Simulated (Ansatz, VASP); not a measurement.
## Hf in VASP and in Ansatz

```
Hf
1.0
     3.19670    0.00000    0.00000
    -1.59835    2.76842    0.00000
     0.00000    0.00000    5.05780
Hf
2
Direct
  0.66667 0.33333 0.75000
  0.33333 0.66667 0.25000
```

Alike in both runs: task relaxation of cell and atoms; functional LDA; k mesh 10 × 10 × 5; occupations fermi-dirac, width 0.05 eV; no spin polarisation.

|  | VASP | Ansatz |
| --- | --- | --- |
| version | VASP 6.6.1 | Ansatz 0.2.0 |
| potentials or method | VASP PAW LDA potentials, release 64 (Hf_pv), cutoff 500 eV | all-electron LAPW, scalar-relativistic |

```csv
,VASP,Ansatz,Ansatz less VASP
relaxed volume (Å³/atom),20.81,20.80,-0.011
relaxed cell length with the largest relative difference (Å),4.932,4.934,+0.0026
```

LDA's correlation is that of Perdew and Zunger in VASP and of Perdew and Wang (1992) in Ansatz. Ansatz ran all-electron here, and VASP with PAW potentials.

Spin-orbit coupling is off throughout.
